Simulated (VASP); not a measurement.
# LuCl4 (I4_1/amd) in VASP: single point with PBE

Aim: the single point of LuCl4 with PBE.

All numbers are computed with VASP 6.6.1; they aren't measurements. Logs are shortened: lines on timing, memory, paths and dates and some standing lists are left out, and cuts for length are marked.

**1. The cell of the first run**

The structure is tetragonal, space group I4_1/amd (No. 141). Conventional cell: a = 8.309 Å, b = 8.309 Å, c = 7.309 Å, α = 90.00°, β = 90.00°, γ = 90.00°. Cl (site symmetry m) has 2 Lu at 2.66 to 2.84 Å and 8 Cl at 3.10 to 3.54 Å within 3.6 Å. Lu (site symmetry -4m2) has 8 Cl at 2.66 to 2.84 Å within 3.5 Å.

**2. Single point, PBE**

Contents of INCAR:

```
SYSTEM = LuCl4
PREC = Accurate
ENCUT = 520
EDIFF = 1E-6
ISMEAR = -1
SIGMA = 0.1
LREAL = .False.
LASPH = .True.
NELM = 80
ALGO = Normal
ISIF = 2
LWAVE = .False.
LCHARG = .False.
GGA = PE
NBANDS = 64
```

Contents of KPOINTS:

```
regular mesh
0
Gamma
  4 4 4
  0 0 0
```

Contents of POSCAR:

```
LuCl4
1.0
   -4.1542790000      4.1542790000      3.6544530000
    4.1542790000     -4.1542790000      3.6544530000
    4.1542790000      4.1542790000     -3.6544530000
Cl Lu
8 2
Direct
    0.3625000000      0.7992000000      0.5633000000
    0.7992000000      0.7359000000      0.4367000000
    0.7359000000      0.7992000000      0.9367000000
    0.7992000000      0.3625000000      0.0633000000
    0.6375000000      0.2008000000      0.4367000000
    0.2008000000      0.6375000000      0.9367000000
    0.2641000000      0.2008000000      0.0633000000
    0.2008000000      0.2641000000      0.5633000000
    0.8750000000      0.1250000000      0.7500000000
    0.1250000000      0.8750000000      0.2500000000
```

Potentials or basis: VASP PAW PBE potentials, release 64 (Cl, Lu).

Command:

```console
$ cat potpaw_PBE.64/Cl/POTCAR potpaw_PBE.64/Lu/POTCAR > POTCAR
$ mpirun -np 1 vasp_std > vasp.out
```

OUTCAR:

```text
SYSTEM = LuCl4
   PREC = Accurate
   ENCUT = 520
   EDIFF = 1E-6
   ISMEAR = -1
   LREAL = .False.
   LASPH = .True.
   NELM = 80
   ISIF = 2
   GGA = PE

 ion  position               nearest neighbor table
   1  0.362  0.799  0.563-  10 2.66   9 2.84
   2  0.799  0.736  0.437-   9 2.66  10 2.84
   3  0.736  0.799  0.937-  10 2.66   9 2.84
   4  0.799  0.362  0.063-   9 2.66  10 2.84
   5  0.638  0.201  0.437-   9 2.66  10 2.84
   6  0.201  0.638  0.937-  10 2.66   9 2.84
   7  0.264  0.201  0.063-   9 2.66  10 2.84
   8  0.201  0.264  0.563-  10 2.66   9 2.84
   9  0.875  0.125  0.750-   2 2.66   4 2.66   5 2.66   7 2.66   3 2.84   6 2.84   8 2.84   1 2.84

  10  0.125  0.875  0.250-   1 2.66   3 2.66   6 2.66   8 2.66   2 2.84   7 2.84   5 2.84   4 2.84

  LATTYP: Found a body centered tetragonal cell.
 ALAT       =     8.3085580000
 C/A-ratio  =     0.8796840559

  Lattice vectors:

 A1 = (  -4.1542790000,   4.1542790000,   3.6544530000)
 A2 = (   4.1542790000,  -4.1542790000,   3.6544530000)
 A3 = (   4.1542790000,   4.1542790000,  -3.6544530000)

Analysis of symmetry for initial positions (statically):
=====================================================================
 Subroutine PRICEL returns:
 Original cell was already a primitive cell.

 Routine SETGRP: Setting up the symmetry group for a
 body centered tetragonal supercell.

 Subroutine GETGRP returns: Found 16 space group operations
 (whereof  4 operations were pure point group operations)
 out of a pool of 16 trial point group operations.

The static configuration has the point symmetry C_2h.
 The point group associated with its full space group is D_4h.

Analysis of symmetry for dynamics (positions and initial velocities):
=====================================================================
 Subroutine PRICEL returns:
 Original cell was already a primitive cell.

 Routine SETGRP: Setting up the symmetry group for a
 body centered tetragonal supercell.

 Subroutine GETGRP returns: Found 16 space group operations
 (whereof  4 operations were pure point group operations)
 out of a pool of 16 trial point group operations.

The dynamic configuration has the point symmetry C_2h.
 The point group associated with its full space group is D_4h.

 Subroutine INISYM returns: Found 16 space group operations
 (whereof  4 operations are pure point group operations),
 and found     1 'primitive' translations

----------------------------------------------------------------------------------------

                                     Primitive cell

  volume of cell :     252.2747

  direct lattice vectors                    reciprocal lattice vectors
    -4.154279000  4.154279000  3.654453000     0.000000000  0.120357829  0.136819382
     4.154279000 -4.154279000  3.654453000     0.120357829  0.000000000  0.136819382
     4.154279000  4.154279000 -3.654453000     0.120357829  0.120357829  0.000000000

  length of vectors
     6.918894041  6.918894041  6.918894041     0.182223901  0.182223901  0.170211674

  position of ions in fractional coordinates (direct lattice)
     0.362500000  0.799200000  0.563300000
     0.799200000  0.735900000  0.436700000
     0.735900000  0.799200000  0.936700000
     0.799200000  0.362500000  0.063300000
     0.637500000  0.200800000  0.436700000
     0.200800000  0.637500000  0.936700000
     0.264100000  0.200800000  0.063300000
     0.200800000  0.264100000  0.563300000
     0.875000000  0.125000000  0.750000000
     0.125000000  0.875000000  0.250000000

  ion indices of the primitive-cell ions
   primitive index   ion index
                 1           1
                 2           2
                 3           3
                 4           4
                 5           5
                 6           6
                 7           7
                 8           8
                 9           9
                10          10

----------------------------------------------------------------------------------------

 KPOINTS: regular mesh

Automatic generation of k-mesh.
 Grid dimensions read from file:
 generate k-points for:    4    4    4

 Generating k-lattice:

  Cartesian coordinates                     Fractional coordinates (reciprocal lattice)
     0.000000000  0.030089457  0.034204845     0.250000000  0.000000000  0.000000000
     0.030089457  0.000000000  0.034204845     0.000000000  0.250000000  0.000000000
     0.030089457  0.030089457  0.000000000     0.000000000  0.000000000  0.250000000

  Length of vectors
     0.045555975  0.045555975  0.042552918

  Shift w.r.t. Gamma in fractional coordinates (k-lattice)
     0.000000000  0.000000000  0.000000000

 Subroutine IBZKPT returns following result:
 ===========================================

 Found     13 irreducible k-points:

 Following reciprocal coordinates:
            Coordinates               Weight
  0.000000  0.000000  0.000000      1.000000
  0.250000 -0.000000  0.000000      8.000000
  0.500000 -0.000000  0.000000      4.000000
  0.250000  0.250000  0.000000      8.000000
  0.500000  0.250000  0.000000     16.000000
 -0.250000  0.250000  0.000000      4.000000
  0.500000  0.500000  0.000000      2.000000
  0.250000  0.250000  0.250000      2.000000
 -0.250000  0.250000  0.250000      4.000000
  0.500000  0.500000  0.250000      4.000000
 -0.250000  0.500000  0.250000      8.000000
 -0.250000 -0.250000  0.250000      2.000000
  0.500000  0.500000  0.500000      1.000000
   k-points           NKPTS =     13   k-points in BZ     NKDIM =     13   number of bands    NBANDS=     64
   number of dos      NEDOS =    301   number of ions     NIONS =     10
   total plane-waves  NPLWV = 157464
   dimension x,y,z NGX =    54 NGY =   54 NGZ =   54
   dimension x,y,z NGXF=   108 NGYF=  108 NGZF=  108
   ions per type =               8   2
   NGX,Y,Z   is equivalent  to a cutoff of  12.98, 12.98, 12.98 a.u.
   NGXF,Y,Z  is equivalent  to a cutoff of  25.95, 25.95, 25.95 a.u.
 SYSTEM =  LuCl4
   PREC   = accura    normal or accurate (medium, high low for compatibility)
   ISTART =      0    job   : 0-new  1-cont  2-samecut
   ICHARG =      2    charge: 1-file 2-atom 10-const
   ISPIN  =      1    spin polarized calculation?
   LNONCOLLINEAR =      F non collinear calculations
   LSORBIT =      F    spin-orbit coupling
   LASPH  =      T    aspherical Exc in radial PAW
   ENCUT  =  520.0 eV  38.22 Ry    6.18 a.u.  12.86 12.86 12.86*2*pi/ulx,y,z
   NELM   =     80;   NELMIN=  2; NELMDL= -5     # of ELM steps
   EDIFF  = 0.1E-05   stopping-criterion for ELM
   LREAL  =      F    real-space projection
   EDIFFG = 0.1E-04   stopping-criterion for IOM
   NSW    =      0    number of steps for IOM
   IBRION =     -1    ionic relax: 0-MD 1-quasi-New 2-CG
   NFREE  =      0    steps in history (QN), initial steepest desc. (CG)
   ISIF   =      2    stress and relaxation
   ISYM   =      2    0-nonsym 1-usesym 2-fastsym
   POTIM  = 0.5000    time-step for ionic-motion
   TEBEG  =    0.0;   TEEND  =   0.0 temperature during run
   PSTRESS=    0.0 pullay stress
   NELECT =     106.0000    total number of electrons
   NUPDOWN=      -1.0000    fix difference up-down
   EMIN   =  10.00;   EMAX   =-10.00  energy-range for DOS
   EFERMI =   0.00;   METHOD = LEGACY
   ISMEAR =    -1;   SIGMA  =   0.10  broadening in eV -4-tet -1-fermi 0-gaus
   EFERMI_NEDOS =   21; number of points for ismear=-14 and -15
   IALGO  =     38    algorithm
   IMIX   =      4    mixing-type and parameters
     AMIX     =   0.40;   BMIX     =  1.00
     AMIX_MAG =   1.60;   BMIX_MAG =  1.00
  volume/ion in A,a.u.               =      25.23       170.24
  Fermi-wavevector in a.u.,A,eV,Ry     =   1.226174  2.317134 20.456407  1.503504
  Thomas-Fermi vector in A             =   2.361185
   LORBIT       =      0    0 simple, 1 ext, 2 COOP (PROOUT), +10 PAW based schemes
   GGA     = PE    functional components
   LHFCALC =     F    Hartree Fock is set to
   AEXX    =    0.0000 exact exchange contribution
   IVDW    =     0    specifies the selected vdW correction
   LEPSILON=     F    determine dielectric tensor
   LRPA    =     F    only Hartree local field effects (RPA)
 non-spin polarized calculation
  energy-cutoff  :      520.00
  volume of cell :      252.27
 maximum number of plane-waves:      6830
 NGX is ok and might be reduce to    54
   NGX = 25   NGY = 25   NGZ = 25

 number of electron     106.0000016 magnetization

 Free energy of the ion-electron system (eV)
  ---------------------------------------------------
  ext. energy  EPLUGINS =         0.00000000
  ---------------------------------------------------
  free energy    TOTEN  =       -39.21132542 eV

  energy without entropy =      -38.83996262  energy(sigma->0) =      -39.02564402

 E-fermi :   0.0912     XC(G=0):  -8.9358

 val. band max:        0.0887280493   @ k =   0.2500  -0.0000   0.0000
 cond. band min:       0.0938689097   @ k =   0.5000   0.2500   0.0000
 fundamental gap:      0.0051408604
 Fermi energy:         0.0912182405

 k-point     1 :       0.0000    0.0000    0.0000
  band No.  band energies     occupation
      1     -54.5810      2.00000
      2     -54.5806      2.00000
      3     -25.2530      2.00000
      4     -25.2509      2.00000
      5     -25.2436      2.00000
      6     -25.2436      2.00000
[... 56 lines left out ...]
     63       6.9203      0.00000
     64       6.9203      0.00000

 k-point     2 :       0.2500   -0.0000    0.0000
  band No.  band energies     occupation
      1     -54.5809      2.00000
      2     -54.5806      2.00000
      3     -25.2545      2.00000
      4     -25.2520      2.00000
      5     -25.2439      2.00000
      6     -25.2383      2.00000
[... 56 lines left out ...]
     63       7.0184      0.00000
     64       7.3448      0.00000

 k-point     3 :       0.5000   -0.0000    0.0000
  band No.  band energies     occupation
      1     -54.5809      2.00000
      2     -54.5807      2.00000
      3     -25.2548      2.00000
      4     -25.2536      2.00000
      5     -25.2442      2.00000
      6     -25.2296      2.00000
[... 659 lines left out ...]
     63       7.0467      0.00000
     64       7.3402      0.00000

 k-point    13 :       0.5000    0.5000    0.5000
  band No.  band energies     occupation
      1     -54.5808      2.00000
      2     -54.5808      2.00000
      3     -25.2520      2.00000
      4     -25.2520      2.00000
      5     -25.2449      2.00000
      6     -25.2449      2.00000
[... 56 lines left out ...]
     63       7.1219      0.00000
     64       7.1220      0.00000

------------------------ aborting loop because EDIFF is reached ----------------------------------------

  FORCE on cell =-STRESS in cart. coord.  units (eV):
  Direction    XX          YY          ZZ          XY          YZ          ZX
  --------------------------------------------------------------------------------------
  -------------------------------------------------------------------------------------
  Total        0.3713476      0.3713476     -3.5245273     -0.0000000      0.0000000      0.0000000
  in kB        2.3584001      2.3584001    -22.3840036     -0.0000000      0.0000000      0.0000000
  external PRESSURE =      -5.8890678 kB  Pullay stress =       0.0000000 kB

 VOLUME and BASIS-vectors are now :
 -----------------------------------------------------------------------------
  energy-cutoff  :      520.00
  volume of cell :      252.27
      direct lattice vectors                 reciprocal lattice vectors
    -4.154279000  4.154279000  3.654453000     0.000000000  0.120357829  0.136819382
     4.154279000 -4.154279000  3.654453000     0.120357829  0.000000000  0.136819382
     4.154279000  4.154279000 -3.654453000     0.120357829  0.120357829  0.000000000

 POSITION                                       TOTAL-FORCE (eV/Angst)
 -----------------------------------------------------------------------------------
      4.15428      0.52593      2.18682        -0.000000     -0.280831      0.286765
      1.55121      2.07714      4.01405         0.280831     -0.000000      0.286765
      4.15428      3.62835      2.18682        -0.000000      0.280831      0.286765
     -1.55121      2.07714      4.01405        -0.280831      0.000000      0.286765
     -0.00000      3.62835      1.46763        -0.000000      0.280831     -0.286765
      5.70549      2.07714     -0.35960         0.280831     -0.000000     -0.286765
     -0.00000      0.52593      1.46763         0.000000     -0.280831     -0.286765
      2.60307      2.07714     -0.35960        -0.280831      0.000000     -0.286765
      0.00000      6.23142      0.91361        -0.000000     -0.000000     -0.000000
      4.15428     -2.07714      2.74084        -0.000000      0.000000     -0.000000
 -----------------------------------------------------------------------------------
    total drift:                                0.000000      0.000000     -0.000000

  FREE ENERGIE OF THE ION-ELECTRON SYSTEM (eV)
  ---------------------------------------------------
  free  energy   TOTEN  =       -39.2113254214 eV

  energy  without entropy=      -38.8399626204  energy(sigma->0) =      -39.02564402
```

It took 5.3 min on 1 thread of Intel Xeon Platinum 8488C (Sapphire Rapids), shared host; peak memory 0.45 GiB.

Results:

```yaml
Free_energy: -39.2113 eV
Pressure: -0.6 GPa
Largest_force: 0.401 eV/Å
Band_gap_on_the_k_mesh: zero (bands 53 and 54 overlap by 0.14 eV)
```

Forces in eV/Å, atoms in the order of the input:
```
Cl   0.000 -0.281  0.287
Cl   0.281  0.000  0.287
Cl   0.000  0.281  0.287
Cl  -0.281  0.000  0.287
Cl   0.000  0.281 -0.287
Cl   0.281  0.000 -0.287
Cl   0.000 -0.281 -0.287
Cl  -0.281  0.000 -0.287
Lu   0.000  0.000  0.000
Lu   0.000  0.000  0.000
```

Stress tensor (GPa, compression positive):
```
 0.24  0.00  0.00
 0.00  0.24  0.00
 0.00  0.00 -2.24
```

Caveat: spin-orbit coupling is left out, which moves the levels of the heavy elements.
